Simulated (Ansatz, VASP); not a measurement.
**Zr3Ag: VASP beside Ansatz**

```xyz
4
Lattice="4.2992 0.0000 0.0000 0.0000 4.2992 0.0000 0.0000 0.0000 4.2992" Properties=species:S:1:pos:R:3 pbc="T T T"
Zr    2.1496    2.1496    0.0000
Zr    0.0000    2.1496    2.1496
Zr    2.1496    0.0000    2.1496
Ag    0.0000    0.0000    0.0000
```

Alike in both runs: functional LDA; k mesh 10 × 10 × 10; occupations gaussian, width 0.1 eV; no spin polarisation.

Ansatz relaxed the structure, and its values are those at the end. VASP's run is a single point on that final structure, the one shown.

```csv
,VASP,Ansatz
version,VASP 6.6.1,Ansatz 0.2.0
potentials or method,"VASP PAW LDA potentials, release 64 (Zr_sv, Ag), cutoff 520 eV","scalar-relativistic, plane waves, PAW"
valence electrons in the cell,47,55
```

```tsv
	VASP	Ansatz	Ansatz less VASP
gap on the k mesh at the Fermi level (eV)	none	none	-
pressure (GPa)	0.2	0.0	-0.15
```

LDA's correlation is that of Perdew and Zunger in VASP and of Perdew and Wang (1992) in Ansatz. A gap of «none» marks a metal or a gap that the smearing closes. VASP's potentials hold 47 valence electrons a cell and Ansatz's 55, so a difference there can come from the potentials and not from the codes. Ansatz's warnings: near symmetry operations not taken.
